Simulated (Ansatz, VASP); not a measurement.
**Two plane-wave programs on Hg**

```
Hg
1.0
     2.05031    1.18375    1.94805
    -2.05031    1.18375    1.94805
     0.00000   -2.36749    1.94805
Hg
1
Direct
  0.00000 0.00000 0.00000
```

Alike in both runs: task single point; functional PBE; k mesh 17 × 17 × 17; occupations fermi-dirac, width 0.1 eV; no spin polarisation.

|  | VASP | Ansatz |
| --- | --- | --- |
| version | VASP 6.6.1 | Ansatz 0.2.0 |
| potentials or method | VASP PAW PBE potentials, release 64 (Hg), cutoff 520 eV | plane waves (420 eV) with PAW, scalar-relativistic |
| valence electrons in the cell | 12 | 20 |

Ansatz gave:

| Quantity | Value |
| --- | --- |
| pressure (GPa) | 0.7 |
| traceless stress, the component that is largest in VASP (GPa) | 0.07 |

Problem. Estimate VASP's values.

Solution. Pressure (GPa): 0.9; traceless stress, the component that is largest in VASP (GPa): 0.12.

VASP's potentials hold 12 valence electrons a cell and Ansatz's 20, so a difference there can come from the potentials and not from the codes.

Spin-orbit coupling is off throughout.
